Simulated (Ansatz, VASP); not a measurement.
**NaI in VASP and in Ansatz**

```
CELL_PARAMETERS angstrom
0.00000 3.54319 3.54319
3.54319 0.00000 3.54319
3.54319 3.54319 0.00000
ATOMIC_POSITIONS crystal
Na 0.00000 0.00000 0.00000
I 0.25000 0.25000 0.25000
```

Alike in both runs: task single point; functional PBE; k mesh 6 × 6 × 6; non-collinear spin, spin-orbit coupling.

```csv
,VASP,Ansatz
version,VASP 6.6.1,Ansatz 0.2.0
potentials or method,"VASP PAW PBE potentials, release 64 (Na_pv, I)","plane waves, PAW"
plane-wave cutoff (eV),520,420
occupations,"gaussian, width 0.01 eV",fixed
valence electrons in the cell,14,26
```

```csv
,VASP,Ansatz,Ansatz less VASP
pressure (GPa),0.4,0.4,-0.02
net moment per atom (μB),0.00,0.00,0.000
```

VASP's potentials hold 14 valence electrons a cell and Ansatz's 26, so a difference there can come from the potentials and not from the codes.
